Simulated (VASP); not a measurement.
# Pd (Im-3m) in VASP: notebook, part 2 of 2

VASP 6.6.1.

## 4. Single point, revPBE, collinear spin, ferromagnetic start (volume scaled by 0.96)

INCAR reads:

```
SYSTEM = Pd
ALGO = Normal ; EDIFF = 1E-6
ENCUT = 520 ; GGA = RE
ISIF = 2 ; ISMEAR = -1
ISPIN = 2 ; LASPH = .True.
LCHARG = .False. ; LMAXMIX = 4
LORBIT = 11 ; LREAL = .False.
LWAVE = .False. ; MAGMOM = 0.5
NBANDS = 15 ; NELM = 150
PREC = Accurate ; SIGMA = 0.05
```

KPOINTS reads:

```
k-points
0
Gamma
  16 16 16
  0 0 0
```

POSCAR reads:

```
Pd
1.0
   -1.5588708890      1.5588708890      1.5588708890
    1.5588708890     -1.5588708890      1.5588708890
    1.5588708890      1.5588708890     -1.5588708890
Pd
1
Direct
    0.0000000000      0.0000000000      0.0000000000
```

Started as:

```console
$ cat potpaw_PBE.64/Pd/POTCAR > POTCAR
$ mpirun -np 1 vasp_std > vasp.out
```

Run time: 46 s. Hardware: 1 thread of Intel Xeon Platinum 8488C (Sapphire Rapids), shared host; peak memory 0.17 GiB.

Results (log left out):

```
Free energy                                           : -4.6973 eV
Pressure                                              : 6.5 GPa
Band gap on the k mesh                                : zero (filled and empty bands overlap)
Net moment                                            : 0.00 μB per cell
Valence electrons inside the program's atomic spheres : Pd 9.40
```

Levels at points of the mesh, in eV from the Fermi level:
Spin up:
```csv
k point,band 2,band 3,band 4,band 5,band 6,band 7,band 8,band 9
"(0.00, 0.00, 0.00)",-2.84,-2.84,-2.84,-0.94,-0.94,19.32,19.32,19.32
"(0.50, 0.00, 0.00)",-4.00,-1.01,-0.71,0.57,1.46,7.76,15.09,17.66
"(0.50, 0.50, 0.50)",-5.04,0.20,0.20,0.20,9.17,9.17,9.17,17.36
```
Spin down:
```tsv
k point	band 2	band 3	band 4	band 5	band 6	band 7	band 8	band 9
(0.00, 0.00, 0.00)	-2.84	-2.84	-2.84	-0.94	-0.94	19.32	19.32	19.32
(0.50, 0.00, 0.00)	-4.00	-1.01	-0.71	0.57	1.46	7.76	15.09	17.66
(0.50, 0.50, 0.50)	-5.04	0.20	0.20	0.20	9.17	9.17	9.17	17.36
```

Caveat: the cell differs from its parent crystal (volume scaled by 0.96); the PAW data sets were made with another functional, which shifts forces and pressure a little.

## 5. Single point, revPBE, collinear spin, ferromagnetic start

This run uses another cell than the first one, of 15.78 Å³/atom, 1.136 times its volume.

INCAR reads:

```
  ALGO = Normal
  EDIFF = 1E-6
  ENCUT = 520
  GGA = RE
  ISIF = 2
  ISMEAR = -1
  ISPIN = 2
  LASPH = True
  LCHARG = False
  LMAXMIX = 4
  LORBIT = 11
  LREAL = False
  LWAVE = False
  MAGMOM = 0.5
  NBANDS = 15
  NELM = 150
  PREC = Accurate
  SIGMA = 0.05
```

KPOINTS reads:

```
k-points
0
Gamma
  16 16 16
```

POSCAR reads:

```
Pd
1.0
   -1.5802279386      1.5802279386      1.5802279386
    1.5802279386     -1.5802279386      1.5802279386
    1.5802279386      1.5802279386     -1.5802279386
Pd
1
Direct
    0.0000000000      0.0000000000      0.0000000000
```

Potentials or basis: VASP PAW PBE potentials, release 64 (Pd).

Started as:

```console
$ cat potpaw_PBE.64/Pd/POTCAR > POTCAR
$ mpirun -np 1 vasp_std > vasp.out
```

OUTCAR:

```text
EDIFF = 1E-6
   ENCUT = 520
   GGA = RE
   ISIF = 2
   ISMEAR = -1
   ISPIN = 2
   LASPH = True
   LORBIT = 11
   LREAL = False
   NELM = 150
   PREC = Accurate

 ion  position               nearest neighbor table
   1  0.000  0.000  0.000-

  LATTYP: Found a body centered cubic cell.
 ALAT       =     3.1604558772

  Lattice vectors:

 A1 = (  -1.5802279386,   1.5802279386,   1.5802279386)
 A2 = (   1.5802279386,  -1.5802279386,   1.5802279386)
 A3 = (   1.5802279386,   1.5802279386,  -1.5802279386)

Analysis of symmetry for initial positions (statically):
=====================================================================
 Subroutine PRICEL returns:
 Original cell was already a primitive cell.

 Routine SETGRP: Setting up the symmetry group for a
 body centered cubic supercell.

 Subroutine GETGRP returns: Found 48 space group operations
 (whereof 48 operations were pure point group operations)
 out of a pool of 48 trial point group operations.

The static configuration has the point symmetry O_h .

Analysis of symmetry for dynamics (positions and initial velocities):
=====================================================================
 Subroutine PRICEL returns:
 Original cell was already a primitive cell.

 Routine SETGRP: Setting up the symmetry group for a
 body centered cubic supercell.

 Subroutine GETGRP returns: Found 48 space group operations
 (whereof 48 operations were pure point group operations)
 out of a pool of 48 trial point group operations.

The dynamic configuration has the point symmetry O_h .

Analysis of structural, dynamic, and magnetic symmetry:
=====================================================================
 Subroutine PRICEL returns:
 Original cell was already a primitive cell.

 Routine SETGRP: Setting up the symmetry group for a
 body centered cubic supercell.

 Subroutine GETGRP returns: Found 48 space group operations
 (whereof 48 operations were pure point group operations)
 out of a pool of 48 trial point group operations.

The overall configuration has the point symmetry O_h .

 Subroutine INISYM returns: Found 48 space group operations
 (whereof 48 operations are pure point group operations),
 and found     1 'primitive' translations

----------------------------------------------------------------------------------------

                                     Primitive cell

  volume of cell :      15.7841

  direct lattice vectors                    reciprocal lattice vectors
    -1.580227939  1.580227939  1.580227939     0.000000000  0.316410049  0.316410049
     1.580227939 -1.580227939  1.580227939     0.316410049  0.000000000  0.316410049
     1.580227939  1.580227939 -1.580227939     0.316410049  0.316410049  0.000000000

  length of vectors
     2.737035077  2.737035077  2.737035077     0.447471383  0.447471383  0.447471383

  position of ions in fractional coordinates (direct lattice)
     0.000000000  0.000000000  0.000000000

  ion indices of the primitive-cell ions
   primitive index   ion index
                 1           1

----------------------------------------------------------------------------------------

 KPOINTS: k-points

Automatic generation of k-mesh.
 Grid dimensions read from file:
 generate k-points for:   16   16   16

 Generating k-lattice:

[... 69 lines left out ...]
   POTIM  = 0.5000    time-step for ionic-motion
   TEBEG  =    0.0;   TEEND  =   0.0 temperature during run
   PSTRESS=    0.0 pullay stress
   NELECT =      10.0000    total number of electrons
   NUPDOWN=      -1.0000    fix difference up-down
   EMIN   =  10.00;   EMAX   =-10.00  energy-range for DOS
   EFERMI =   0.00;   METHOD = LEGACY
   ISMEAR =    -1;   SIGMA  =   0.05  broadening in eV -4-tet -1-fermi 0-gaus
   EFERMI_NEDOS =   21; number of points for ismear=-14 and -15
   IALGO  =     38    algorithm
   IMIX   =      4    mixing-type and parameters
     AMIX     =   0.40;   BMIX     =  1.00
     AMIX_MAG =   1.60;   BMIX_MAG =  1.00
  volume/ion in A,a.u.               =      15.78       106.52
  Fermi-wavevector in a.u.,A,eV,Ry     =   1.406053  2.657055 26.898524  1.976986
  Thomas-Fermi vector in A             =   2.528452
   LORBIT       =     11    0 simple, 1 ext, 2 COOP (PROOUT), +10 PAW based schemes
   GGA     = RE    functional components
   LHFCALC =     F    Hartree Fock is set to
   AEXX    =    0.0000 exact exchange contribution
   IVDW    =     0    specifies the selected vdW correction
   LEPSILON=     F    determine dielectric tensor
   LRPA    =     F    only Hartree local field effects (RPA)
 spin polarized calculation
  energy-cutoff  :      520.00
  volume of cell :       15.78
 maximum number of plane-waves:       438
   NGX = 11   NGY = 11   NGZ = 11

 number of electron      10.0000002 magnetization      -0.0024872

 number of electron      10.0000002 magnetization       0.0000391

 Free energy of the ion-electron system (eV)
  ---------------------------------------------------
  ext. energy  EPLUGINS =         0.00000000
  ---------------------------------------------------
  free energy    TOTEN  =        -4.70916641 eV

  energy without entropy =       -4.69755516  energy(sigma->0) =       -4.70336078

 E-fermi :   8.7809     XC(G=0): -12.6778

 val. band max:        8.7741658934   @ k =  -0.3750   0.4375   0.1250
 cond. band min:       8.7971972646   @ k =   0.5000   0.5000   0.4375
 fundamental gap:      0.0230313711
 Fermi energy:         8.7809099938

 spin component 1

 k-point     1 :       0.0000    0.0000    0.0000
  band No.  band energies     occupation
      1       2.1751      1.00000
      2       6.1130      1.00000
      3       6.1130      1.00000
      4       6.1130      1.00000
      5       7.9045      1.00000
      6       7.9045      1.00000
      7      27.9962      0.00000
      8      27.9962      0.00000
      9      27.9962      0.00000
     10      35.5345      0.00000
     11      35.8538      0.00000
     12      35.8538      0.00000
     13      37.0067      0.00000
     14      37.0067      0.00000
[... 403 lines left out ...]
      4       7.5975      1.00000
      5       8.2090      0.99999
      6      10.2707      0.00000
      7      20.4856      0.00000
      8      22.1230      0.00000
      9      26.3990      0.00000
     10      30.7990      0.00000
     11      34.4980      0.00000
     12      35.6003      0.00000
     13      37.3350      0.00000
     14      39.9504      0.00000
     15      41.0562      0.00000

 [... further k-points ...]

 spin component 2

 k-point     1 :       0.0000    0.0000    0.0000
  band No.  band energies     occupation
      1       2.1750      1.00000
      2       6.1131      1.00000
      3       6.1131      1.00000
      4       6.1131      1.00000
      5       7.9045      1.00000
      6       7.9045      1.00000
      7      27.9961      0.00000
      8      27.9961      0.00000
      9      27.9961      0.00000
     10      35.5345      0.00000
     11      35.8536      0.00000
     12      35.8536      0.00000
     13      37.0067      0.00000
     14      37.0067      0.00000
[... 403 lines left out ...]
      4       7.5975      1.00000
      5       8.2091      0.99999
      6      10.2707      0.00000
      7      20.4855      0.00000
      8      22.1229      0.00000
      9      26.3990      0.00000
     10      30.7989      0.00000
     11      34.4979      0.00000
     12      35.6004      0.00000
     13      37.3349      0.00000
     14      39.9503      0.00000
     15      41.0562      0.00000

 [... further k-points ...]

------------------------ aborting loop because EDIFF is reached ----------------------------------------

  FORCE on cell =-STRESS in cart. coord.  units (eV):
  Direction    XX          YY          ZZ          XY          YZ          ZX
  --------------------------------------------------------------------------------------
  -------------------------------------------------------------------------------------
  Total       -0.0295940     -0.0295940     -0.0295940      0.0000000     -0.0000000      0.0000000
  in kB       -3.0039677     -3.0039677     -3.0039677      0.0000000     -0.0000000      0.0000000
  external PRESSURE =      -3.0039677 kB  Pullay stress =       0.0000000 kB

 VOLUME and BASIS-vectors are now :
 -----------------------------------------------------------------------------
  energy-cutoff  :      520.00
  volume of cell :       15.78
      direct lattice vectors                 reciprocal lattice vectors
    -1.580227939  1.580227939  1.580227939     0.000000000  0.316410049  0.316410049
     1.580227939 -1.580227939  1.580227939     0.316410049  0.000000000  0.316410049
     1.580227939  1.580227939 -1.580227939     0.316410049  0.316410049  0.000000000

 POSITION                                       TOTAL-FORCE (eV/Angst)
 -----------------------------------------------------------------------------------
      0.00000      0.00000      0.00000        -0.000000      0.000000      0.000000
 -----------------------------------------------------------------------------------
    total drift:                                0.000000     -0.000000      0.000000

  FREE ENERGIE OF THE ION-ELECTRON SYSTEM (eV)
  ---------------------------------------------------
  free  energy   TOTEN  =        -4.7091664050 eV

  energy  without entropy=       -4.6975551610  energy(sigma->0) =       -4.70336078

 total charge

# of ion       s       p       d       tot
------------------------------------------
    1        0.456   0.399   8.471   9.326

 magnetization (x)

# of ion       s       p       d       tot
------------------------------------------
    1       -0.000  -0.000   0.000   0.000
```

Wall time 55 s (1 thread of Intel Xeon Platinum 8488C (Sapphire Rapids), shared host); peak memory 0.17 GiB.

What came out:

| Property | Result |
| --- | --- |
| Free energy | -4.7092 eV |
| Pressure | -0.3 GPa |
| Band gap on the k mesh | zero (filled and empty bands overlap) |
| Net moment | 0.00 μB per cell |
| Valence electrons inside the program's atomic spheres | Pd 9.33 |

Levels at points of the mesh, in eV from the Fermi level:
Spin up:
```tsv
k point	band 3	band 4	band 5	band 6	band 7	band 8
(0.00, 0.00, 0.00)	-2.67	-2.67	-0.88	-0.88	19.22	19.22
(0.50, 0.00, 0.00)	-0.94	-0.67	0.52	1.54	7.42	14.98
(0.50, 0.50, 0.50)	0.18	0.18	0.18	9.02	9.02	9.02
```
Spin down:
```csv
k point,band 3,band 4,band 5,band 6,band 7,band 8
"(0.00, 0.00, 0.00)",-2.67,-2.67,-0.88,-0.88,19.22,19.22
"(0.50, 0.00, 0.00)",-0.94,-0.67,0.52,1.54,7.42,14.98
"(0.50, 0.50, 0.50)",0.18,0.18,0.18,9.02,9.02,9.02
```

Caveat: the PAW data sets were made with another functional, which shifts forces and pressure a little.

## 6. Single point, revPBE, collinear spin, ferromagnetic start (volume scaled by 1.04)

INCAR reads:

```
PREC     = Accurate       # precision mode
ENCUT    = 520            # plane-wave cutoff, eV
EDIFF    = 1E-7           # SCF threshold, eV
ISMEAR   = -1             # smearing method
SIGMA    = 0.05           # smearing width, eV
LREAL    = False          # projectors in reciprocal space
LASPH    = True           # aspherical terms in the spheres
NELM     = 150            # most SCF steps
ALGO     = Normal         # electronic algorithm
ISIF     = 2              # what is computed and relaxed
LWAVE    = False          # write WAVECAR
LCHARG   = False          # write CHGCAR
ISPIN    = 2              # spin polarisation
MAGMOM   = 0.5            # initial moments
LORBIT   = 11             # projections on sites
LMAXMIX  = 4              # l up to which the mixer works
GGA      = RE             # functional
NBANDS   = 15             # bands
```

KPOINTS reads:

```
regular mesh
0
Gamma
  16 16 16
```

POSCAR reads:

```
Pd
1.0
   -1.6010227962      1.6010227962      1.6010227962
    1.6010227962     -1.6010227962      1.6010227962
    1.6010227962      1.6010227962     -1.6010227962
Pd
1
Direct
    0.0000000000      0.0000000000      0.0000000000
```

Potentials or basis: VASP PAW PBE potentials, release 64 (Pd).

Started as:

```console
$ cat potpaw_PBE.64/Pd/POTCAR > POTCAR
$ mpirun -np 1 vasp_std > vasp.out
```

It took 60 s on 1 thread of Intel Xeon Platinum 8488C (Sapphire Rapids), shared host; peak memory 0.18 GiB.

Results (log left out):

| Quantity | Value |
| --- | --- |
| Free energy | -4.6976 eV |
| Pressure | -5.5 GPa |
| Band gap on the k mesh | zero (filled and empty bands overlap) |
| Net moment | 0.00 μB per cell |
| Valence electrons inside the program's atomic spheres | Pd 9.26 |

Levels at points of the mesh, in eV from the Fermi level:
Spin up:
```
           k point  band 1  band 2  band 3  band 4  band 5  band 6  band 7  band 8  band 9  band 10
(0.00, 0.00, 0.00)   -6.32   -2.51   -2.51   -2.51   -0.82   -0.82   19.11   19.11   19.11    26.57
(0.50, 0.00, 0.00)   -4.52   -3.52   -0.89   -0.63    0.48    1.61    7.12   14.86   16.85    22.84
(0.50, 0.50, 0.50)   -4.42   -4.42    0.16    0.16    0.16    8.88    8.88    8.88   16.08    16.45
```
Spin down:
```tsv
k point	band 1	band 2	band 3	band 4	band 5	band 6	band 7	band 8	band 9	band 10
(0.00, 0.00, 0.00)	-6.32	-2.51	-2.51	-2.51	-0.82	-0.82	19.11	19.11	19.11	26.57
(0.50, 0.00, 0.00)	-4.52	-3.52	-0.89	-0.63	0.48	1.61	7.12	14.86	16.85	22.84
(0.50, 0.50, 0.50)	-4.42	-4.42	0.16	0.16	0.16	8.88	8.88	8.88	16.08	16.45
```

Caveat: the cell differs from its parent crystal (volume scaled by 1.04); the PAW data sets were made with another functional, which shifts forces and pressure a little.

## 7. Summary

```tsv
cell	gap on the mesh (eV)	pressure (GPa)	moment (μB)
a = 2.623 Å, angles 109.5°, 1 atom	none	26.7	0.00
a = 2.662 Å, angles 109.5°, 1 atom	none	15.3	0.00
a = 2.700 Å, angles 109.5°, 1 atom	none	6.5	0.00
a = 2.737 Å, angles 109.5°, 1 atom	none	-0.3	0.00
a = 2.773 Å, angles 109.5°, 1 atom	none	-5.5	0.00
```

Alike in all rows: task single point; level revPBE; potentials or basis VASP PAW PBE potentials, release 64 (Pd); spin collinear, ferromagnetic start; k mesh 16 × 16 × 16; cutoff (eV) 520; smearing fermi-dirac 0.05 eV.

Caveats: the PAW data sets were made with another functional, which shifts forces and pressure a little.

Absolute energies hang on the potentials; compare differences alone.
